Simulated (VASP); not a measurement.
MgSi2N2: single point with PBE

MgSi2N2:

```
Mg Si N
1.0
     2.62494   -3.30093    0.00000
     2.62494    3.30093    0.00000
     0.00000    0.00000    4.12570
Mg Si N
1 2 2
Direct
  0.50000 0.50000 0.50000
  0.22425 0.77575 0.00000
  0.77575 0.22425 0.00000
  0.00000 0.00000 0.18755
  0.00000 0.00000 0.81245
```

```json
{
 "Program": "VASP 6.6.1",
 "Task": "single point",
 "Functional": "PBE",
 "Potentials or basis": "VASP PAW PBE potentials, release 64 (Mg, Si, N)",
 "Cutoff": "520 eV",
 "k mesh": "4 × 4 × 4",
 "Occupations": "gaussian, width 0.1 eV",
 "Spin": "collinear spin, ferromagnetic start",
 "Starting moments": "[0.0, 0.0, 0.0, 1.0, 1.0] μB",
 "Dipole correction": "no",
 "Further INCAR settings": "ALGO = Normal; EDIFF = 1e-06; NBANDS = 22"
}
```

```
Pressure                                              : 17.4 GPa
Largest force                                         : 4.149 eV/Å
Band gap on the k mesh                                : zero (filled and empty bands overlap)
Net moment                                            : 0.00 μB per cell
Valence electrons inside the program's atomic spheres : Mg 0.32; Si 1.73; N 3.83
```

Forces on the atoms (eV/Å):
```
Mg   0.000  0.000  0.000
Si   0.000 -4.149  0.000
Si   0.000  4.149  0.000
N    0.000  0.000  3.438
N    0.000  0.000 -3.438
```

Stress tensor (GPa, compression positive):
```
-7.19  0.00  0.00
 0.00 44.61  0.00
 0.00  0.00 14.76
```

Levels at points of the mesh, in eV from the Fermi level:
Spin up:
```csv
k point,band 6,band 7,band 8,band 9,band 10,band 11,band 12,band 13,band 14,band 15
"(0.00, 0.00, 0.00)",-5.98,-4.38,-3.14,-1.67,-0.62,0.58,1.98,3.62,5.34,5.62
"(0.50, 0.00, 0.00)",-5.24,-4.79,-3.54,-1.14,1.33,1.34,2.37,3.01,3.04,4.94
"(0.50, 0.50, 0.00)",-5.39,-5.09,-3.67,-1.19,0.36,2.28,3.03,3.52,4.03,5.08
"(0.00, 0.00, 0.50)",-5.00,-3.89,-2.95,-2.72,-1.61,-1.04,2.68,2.69,3.46,3.67
"(0.50, 0.00, 0.50)",-5.79,-3.76,-3.05,-2.82,-0.60,0.80,2.06,2.08,2.56,5.87
"(0.50, 0.50, 0.50)",-4.57,-4.16,-3.28,-2.63,-1.23,0.61,0.90,2.79,4.77,4.90
```
Spin down:
| k point | band 7 | band 8 | band 9 | band 10 | band 11 | band 12 | band 13 | band 14 |
| --- | --- | --- | --- | --- | --- | --- | --- | --- |
| (0.00, 0.00, 0.00) | -4.38 | -3.14 | -1.67 | -0.62 | 0.58 | 1.98 | 3.62 | 5.34 |
| (0.50, 0.00, 0.00) | -4.79 | -3.54 | -1.14 | 1.33 | 1.34 | 2.37 | 3.01 | 3.04 |
| (0.50, 0.50, 0.00) | -5.09 | -3.67 | -1.19 | 0.36 | 2.28 | 3.03 | 3.52 | 4.03 |
| (0.00, 0.00, 0.50) | -3.89 | -2.95 | -2.72 | -1.61 | -1.04 | 2.68 | 2.69 | 3.46 |
| (0.50, 0.00, 0.50) | -3.76 | -3.04 | -2.82 | -0.60 | 0.80 | 2.06 | 2.08 | 2.56 |
| (0.50, 0.50, 0.50) | -4.16 | -3.28 | -2.63 | -1.23 | 0.61 | 0.90 | 2.79 | 4.77 |

It took 20 s on 1 thread of Intel(R) Xeon(R) 6975P-C (Granite Rapids), with other jobs on the host, peak memory 0.22 GiB.

Caveat: the k points lie up to 0.38 Å⁻¹ apart; forces of over 1 eV/Å act on the atoms, so gaps and moduli don't describe the material at rest.
